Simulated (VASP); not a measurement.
# Y2CN2O2 (P-3m1) in VASP: single point with LDA

Aim: the single point of Y2CN2O2 with LDA.

Program: VASP 6.6.1. These are calculated values, not measurements. Logs are shortened: lines on timing, memory, paths and dates and some standing lists are left out, and cuts for length are marked.

### Step 1. The cell of the first run

It takes space group P-3m1 (No. 164, trigonal). The conventional cell has a = 3.699 Å, b = 3.699 Å, c = 8.169 Å, α = 90.00°, β = 90.00°, γ = 120.00°. Y (site symmetry 3m) has 4 O at 2.22 to 2.29 Å and 3 N at 2.56 Å within 2.9 Å. Within 1.6 Å of C (site symmetry -3m) lie 2 N at 1.23 Å. N (site symmetry 3m) has 1 C at 1.23 Å within 1.6 Å. Within 2.9 Å of O (site symmetry 3m) lie 4 Y at 2.22 to 2.29 Å and 3 O at 2.72 Å.

### Step 2. Single point, LDA

The input, INCAR:

```
PREC = Accurate ; ENCUT = 520
EDIFF = 1E-6 ; ISMEAR = 0
SIGMA = 0.01 ; LREAL = False
LASPH = True ; NELM = 60
ALGO = Normal ; ISIF = 2
LWAVE = False ; LCHARG = False
NBANDS = 33
```

The input, KPOINTS:

```
Automatic mesh
0
Gamma
  5 5 2
```

The input, POSCAR:

```
Y2CN2O2
1.0
    3.6989890000      0.0000000000      0.0000000000
   -1.8494945000      3.2034184423      0.0000000000
    0.0000000000      0.0000000000      8.1688550000
Y C N O
2 1 2 2
Direct
    0.3333330000      0.6666670000      0.6775200000
    0.6666670000      0.3333330000      0.3224800000
    0.0000000000      0.0000000000      0.0000000000
    0.0000000000      0.0000000000      0.1501500000
    0.0000000000      0.0000000000      0.8498500000
    0.3333330000      0.6666670000      0.3966590000
    0.6666670000      0.3333330000      0.6033410000
```

Potentials or basis: VASP PAW LDA potentials, release 64 (Y_sv, C, N, O).

On the command line:

```sh
> cat potpaw_LDA.64/Y_sv/POTCAR potpaw_LDA.64/C/POTCAR potpaw_LDA.64/N/POTCAR potpaw_LDA.64/O/POTCAR > POTCAR
> mpirun -np 1 vasp_std > vasp.out
```

OUTCAR:

```text
PREC = Accurate
   ENCUT = 520
   EDIFF = 1E-6
   ISMEAR = 0
   LREAL = False
   LASPH = True
   NELM = 60
   ISIF = 2

 ion  position               nearest neighbor table
   1  0.333  0.667  0.678-   7 2.22   7 2.22   7 2.22   6 2.29   5 2.56   5 2.56   5 2.56   2 3.60
                             2 3.60   2 3.60
   2  0.667  0.333  0.322-   6 2.22   6 2.22   6 2.22   7 2.29   4 2.56   4 2.56   4 2.56   1 3.60
                             1 3.60   1 3.60
   3  0.000  0.000  0.000-   4 1.23   5 1.23
   4  0.000  0.000  0.150-   3 1.23   2 2.56   2 2.56   2 2.56
   5  0.000  0.000  0.850-   3 1.23   1 2.56   1 2.56   1 2.56
   6  0.333  0.667  0.397-   2 2.22   2 2.22   2 2.22   1 2.29
   7  0.667  0.333  0.603-   1 2.22   1 2.22   1 2.22   2 2.29

  LATTYP: Found a hexagonal cell.
 ALAT       =     3.6989890000
 C/A-ratio  =     2.2084020796

  Lattice vectors:

 A1 = (   3.6989890000,   0.0000000000,   0.0000000000)
 A2 = (  -1.8494945000,   3.2034184423,   0.0000000000)
 A3 = (   0.0000000000,   0.0000000000,   8.1688550000)

Analysis of symmetry for initial positions (statically):
=====================================================================
 Subroutine PRICEL returns:
 Original cell was already a primitive cell.

 Routine SETGRP: Setting up the symmetry group for a
 hexagonal supercell.

 Subroutine GETGRP returns: Found 12 space group operations
 (whereof 12 operations were pure point group operations)
 out of a pool of 24 trial point group operations.

The static configuration has the point symmetry D_3d.

Analysis of symmetry for dynamics (positions and initial velocities):
=====================================================================
 Subroutine PRICEL returns:
 Original cell was already a primitive cell.

 Routine SETGRP: Setting up the symmetry group for a
 hexagonal supercell.

 Subroutine GETGRP returns: Found 12 space group operations
 (whereof 12 operations were pure point group operations)
 out of a pool of 24 trial point group operations.

The dynamic configuration has the point symmetry D_3d.

 Subroutine INISYM returns: Found 12 space group operations
 (whereof 12 operations are pure point group operations),
 and found     1 'primitive' translations

----------------------------------------------------------------------------------------

                                     Primitive cell

  volume of cell :      96.7961

  direct lattice vectors                    reciprocal lattice vectors
     3.698989000  0.000000000  0.000000000     0.270344140  0.156083262  0.000000000
    -1.849494500  3.203418442  0.000000000     0.000000000  0.312166524  0.000000000
     0.000000000  0.000000000  8.168855000     0.000000000  0.000000000  0.122416177

  length of vectors
     3.698989000  3.698989000  8.168855000     0.312166524  0.312166524  0.122416177

  position of ions in fractional coordinates (direct lattice)
     0.333333000  0.666667000  0.677520000
     0.666667000  0.333333000  0.322480000
     0.000000000  0.000000000  0.000000000
     0.000000000  0.000000000  0.150150000
     0.000000000  0.000000000  0.849850000
     0.333333000  0.666667000  0.396659000
     0.666667000  0.333333000  0.603341000

  ion indices of the primitive-cell ions
   primitive index   ion index
                 1           1
                 2           2
                 3           3
                 4           4
                 5           5
                 6           6
                 7           7

----------------------------------------------------------------------------------------

 KPOINTS: Automatic mesh

Automatic generation of k-mesh.
 Grid dimensions read from file:
 generate k-points for:    5    5    2

 Generating k-lattice:

  Cartesian coordinates                     Fractional coordinates (reciprocal lattice)
     0.054068828  0.031216652  0.000000000     0.200000000  0.000000000  0.000000000
     0.000000000  0.062433305  0.000000000     0.000000000  0.200000000  0.000000000
     0.000000000  0.000000000  0.061208089     0.000000000  0.000000000  0.500000000

  Length of vectors
     0.062433305  0.062433305  0.061208089

  Shift w.r.t. Gamma in fractional coordinates (k-lattice)
     0.000000000  0.000000000  0.000000000

 Subroutine IBZKPT returns following result:
 ===========================================

 Found     10 irreducible k-points:

 Following reciprocal coordinates:
            Coordinates               Weight
  0.000000  0.000000  0.000000      1.000000
  0.200000 -0.000000  0.000000      6.000000
  0.400000 -0.000000  0.000000      6.000000
  0.200000  0.200000  0.000000      6.000000
  0.400000  0.200000  0.000000      6.000000
  0.000000  0.000000  0.500000      1.000000
  0.200000 -0.000000  0.500000      6.000000
  0.400000 -0.000000  0.500000      6.000000
  0.200000  0.200000  0.500000      6.000000
  0.400000  0.200000  0.500000      6.000000
   k-points           NKPTS =     10   k-points in BZ     NKDIM =     10   number of bands    NBANDS=     33
   number of dos      NEDOS =    301   number of ions     NIONS =      7
   total plane-waves  NPLWV =  50176
   dimension x,y,z NGX =    28 NGY =   28 NGZ =   64
   dimension x,y,z NGXF=    56 NGYF=   56 NGZF=  128
   ions per type =               2   1   2   2
   NGX,Y,Z   is equivalent  to a cutoff of  12.58, 12.58, 13.02 a.u.
   NGXF,Y,Z  is equivalent  to a cutoff of  25.17, 25.17, 26.05 a.u.
 SYSTEM =  unknown system
   PREC   = accura    normal or accurate (medium, high low for compatibility)
   ISTART =      0    job   : 0-new  1-cont  2-samecut
   ICHARG =      2    charge: 1-file 2-atom 10-const
   ISPIN  =      1    spin polarized calculation?
   LNONCOLLINEAR =      F non collinear calculations
   LSORBIT =      F    spin-orbit coupling
   LASPH  =      T    aspherical Exc in radial PAW
   ENCUT  =  520.0 eV  38.22 Ry    6.18 a.u.   6.88  6.88 15.19*2*pi/ulx,y,z
   NELM   =     60;   NELMIN=  2; NELMDL= -5     # of ELM steps
   EDIFF  = 0.1E-05   stopping-criterion for ELM
   LREAL  =      F    real-space projection
   EDIFFG = 0.1E-04   stopping-criterion for IOM
   NSW    =      0    number of steps for IOM
   IBRION =     -1    ionic relax: 0-MD 1-quasi-New 2-CG
   NFREE  =      0    steps in history (QN), initial steepest desc. (CG)
   ISIF   =      2    stress and relaxation
   ISYM   =      2    0-nonsym 1-usesym 2-fastsym
   POTIM  = 0.5000    time-step for ionic-motion
   TEBEG  =    0.0;   TEEND  =   0.0 temperature during run
   PSTRESS=    0.0 pullay stress
   NELECT =      48.0000    total number of electrons
   NUPDOWN=      -1.0000    fix difference up-down
   EMIN   =  10.00;   EMAX   =-10.00  energy-range for DOS
   EFERMI =   0.00;   METHOD = LEGACY
   ISMEAR =     0;   SIGMA  =   0.01  broadening in eV -4-tet -1-fermi 0-gaus
   EFERMI_NEDOS =   21; number of points for ismear=-14 and -15
   IALGO  =     38    algorithm
   IMIX   =      4    mixing-type and parameters
     AMIX     =   0.40;   BMIX     =  1.00
     AMIX_MAG =   1.60;   BMIX_MAG =  1.00
  volume/ion in A,a.u.               =      13.83        93.32
  Fermi-wavevector in a.u.,A,eV,Ry     =   1.295794  2.448695 22.845297  1.679082
  Thomas-Fermi vector in A             =   2.427291
   LORBIT       =      0    0 simple, 1 ext, 2 COOP (PROOUT), +10 PAW based schemes
   GGA     = CA    functional components
   LHFCALC =     F    Hartree Fock is set to
   AEXX    =    0.0000 exact exchange contribution
   IVDW    =     0    specifies the selected vdW correction
   LEPSILON=     F    determine dielectric tensor
   LRPA    =     F    only Hartree local field effects (RPA)
 non-spin polarized calculation
 Gauss-broadening in eV      SIGMA  =   0.01
  energy-cutoff  :      520.00
  volume of cell :       96.80
 maximum number of plane-waves:      2620
 NGX is ok and might be reduce to    28
   NGX = 13   NGY = 13   NGZ = 31

 number of electron      48.0000005 magnetization

 Free energy of the ion-electron system (eV)
  ---------------------------------------------------
  ext. energy  EPLUGINS =         0.00000000
  ---------------------------------------------------
  free energy    TOTEN  =       -69.48286138 eV

  energy without entropy =      -69.48286138  energy(sigma->0) =      -69.48286138

 E-fermi :   1.7606     XC(G=0): -10.5289

 val. band max:        1.6987704481   @ k =   0.0000   0.0000   0.0000
 cond. band min:       5.4007482485   @ k =   0.0000   0.0000   0.0000
 fundamental gap:      3.7019778004
 Fermi energy:         1.7605678195

 k-point     1 :       0.0000    0.0000    0.0000
  band No.  band energies     occupation
      1     -38.1666      2.00000
      2     -38.1166      2.00000
      3     -19.0520      2.00000
      4     -18.2675      2.00000
      5     -18.2038      2.00000
      6     -18.2037      2.00000
[... 25 lines left out ...]
     32       8.1020      0.00000
     33       8.1020      0.00000

 k-point     2 :       0.2000   -0.0000    0.0000
  band No.  band energies     occupation
      1     -38.1465      2.00000
      2     -38.1048      2.00000
      3     -19.0602      2.00000
      4     -18.6083      2.00000
      5     -18.3742      2.00000
      6     -18.2542      2.00000
[... 25 lines left out ...]
     32       8.3242      0.00000
     33       9.0915      0.00000

 k-point     3 :       0.4000   -0.0000    0.0000
  band No.  band energies     occupation
      1     -38.1108      2.00000
      2     -38.0888      2.00000
      3     -19.2411      2.00000
      4     -19.1248      2.00000
      5     -18.4173      2.00000
      6     -18.3323      2.00000
[... 25 lines left out ...]
     32       8.9391      0.00000
     33       9.4652      0.00000

 k-point     4 :       0.2000    0.2000    0.0000
  band No.  band energies     occupation
      1     -38.1183      2.00000
      2     -38.0913      2.00000
      3     -19.1625      2.00000
      4     -18.9678      2.00000
      5     -18.4859      2.00000
      6     -18.3356      2.00000
[... 25 lines left out ...]
     32       8.8421      0.00000
     33       9.8853      0.00000

 k-point     5 :       0.4000    0.2000    0.0000
  band No.  band energies     occupation
      1     -38.0969      2.00000
      2     -38.0867      2.00000
      3     -19.2250      2.00000
      4     -19.1731      2.00000
      5     -18.5281      2.00000
      6     -18.4113      2.00000
[... 25 lines left out ...]
     32       9.2611      0.00000
     33       9.5021      0.00000

 k-point     6 :       0.0000    0.0000    0.5000
  band No.  band energies     occupation
      1     -38.1665      2.00000
      2     -38.1166      2.00000
      3     -19.0354      2.00000
      4     -18.3019      2.00000
      5     -18.2039      2.00000
      6     -18.2039      2.00000
[... 25 lines left out ...]
     32       8.0497      0.00000
     33       8.3702      0.00000

 k-point     7 :       0.2000   -0.0000    0.5000
  band No.  band energies     occupation
      1     -38.1465      2.00000
      2     -38.1049      2.00000
      3     -19.0551      2.00000
      4     -18.6175      2.00000
      5     -18.3590      2.00000
      6     -18.2541      2.00000
[... 25 lines left out ...]
     32       8.7623      0.00000
     33       8.8572      0.00000

 k-point     8 :       0.4000   -0.0000    0.5000
  band No.  band energies     occupation
      1     -38.1108      2.00000
      2     -38.0888      2.00000
      3     -19.2457      2.00000
      4     -19.1245      2.00000
      5     -18.4084      2.00000
      6     -18.3319      2.00000
[... 25 lines left out ...]
     32       9.0982      0.00000
     33       9.4676      0.00000

 k-point     9 :       0.2000    0.2000    0.5000
  band No.  band energies     occupation
      1     -38.1182      2.00000
      2     -38.0913      2.00000
      3     -19.1627      2.00000
      4     -18.9748      2.00000
      5     -18.4679      2.00000
      6     -18.3337      2.00000
[... 25 lines left out ...]
     32       8.9962      0.00000
     33       9.2201      0.00000

 k-point    10 :       0.4000    0.2000    0.5000
  band No.  band energies     occupation
      1     -38.0969      2.00000
      2     -38.0867      2.00000
      3     -19.2287      2.00000
      4     -19.1718      2.00000
      5     -18.5185      2.00000
      6     -18.4192      2.00000
[... 25 lines left out ...]
     32       9.0577      0.00000
     33       9.7053      0.00000

------------------------ aborting loop because EDIFF is reached ----------------------------------------

  FORCE on cell =-STRESS in cart. coord.  units (eV):
  Direction    XX          YY          ZZ          XY          YZ          ZX
  --------------------------------------------------------------------------------------
  -------------------------------------------------------------------------------------
  Total       -2.9999016     -2.9999016     -2.3320482     -0.0000000      0.0000000      0.0000000
  in kB      -49.6546236    -49.6546236    -38.6002575     -0.0000000      0.0000000      0.0000000
  external PRESSURE =     -45.9698349 kB  Pullay stress =       0.0000000 kB

 VOLUME and BASIS-vectors are now :
 -----------------------------------------------------------------------------
  energy-cutoff  :      520.00
  volume of cell :       96.80
      direct lattice vectors                 reciprocal lattice vectors
     3.698989000  0.000000000  0.000000000     0.270344140  0.156083262  0.000000000
    -1.849494500  3.203418442  0.000000000     0.000000000  0.312166524  0.000000000
     0.000000000  0.000000000  8.168855000     0.000000000  0.000000000  0.122416177

 POSITION                                       TOTAL-FORCE (eV/Angst)
 -----------------------------------------------------------------------------------
     -0.00000      2.13561      5.53456        -0.000000      0.000000     -0.212833
      1.84950      1.06781      2.63429         0.000000     -0.000000      0.212833
      0.00000      0.00000      0.00000         0.000000      0.000000     -0.000000
      0.00000      0.00000      1.22655         0.000000      0.000000      0.419849
      0.00000      0.00000      6.94230         0.000000     -0.000000     -0.419849
     -0.00000      2.13561      3.24025        -0.000000      0.000000      0.030149
      1.84950      1.06781      4.92861         0.000000      0.000000     -0.030149
 -----------------------------------------------------------------------------------
    total drift:                                0.000000      0.000000      0.000000

  FREE ENERGIE OF THE ION-ELECTRON SYSTEM (eV)
  ---------------------------------------------------
  free  energy   TOTEN  =       -69.4828613764 eV

  energy  without entropy=      -69.4828613764  energy(sigma->0) =      -69.48286138
```

It took 38 s on 1 thread of Intel Xeon Platinum 8488C (Sapphire Rapids), shared host; peak memory 0.2 GiB.

What came out:

```yaml
Free_energy: -69.4829 eV
Pressure: -4.6 GPa
Largest_force: 0.420 eV/Å
Band_gap_on_the_k_mesh: 3.70 eV, direct
```

Forces in eV/Å, atoms in the order of the input:
```
Y    0.000  0.000 -0.213
Y    0.000  0.000  0.213
C    0.000  0.000  0.000
N    0.000  0.000  0.420
N    0.000  0.000 -0.420
O    0.000  0.000  0.030
O    0.000  0.000 -0.030
```

A k mesh can miss the band edges. LDA gaps usually lie below the measured ones, often by a third to a half.
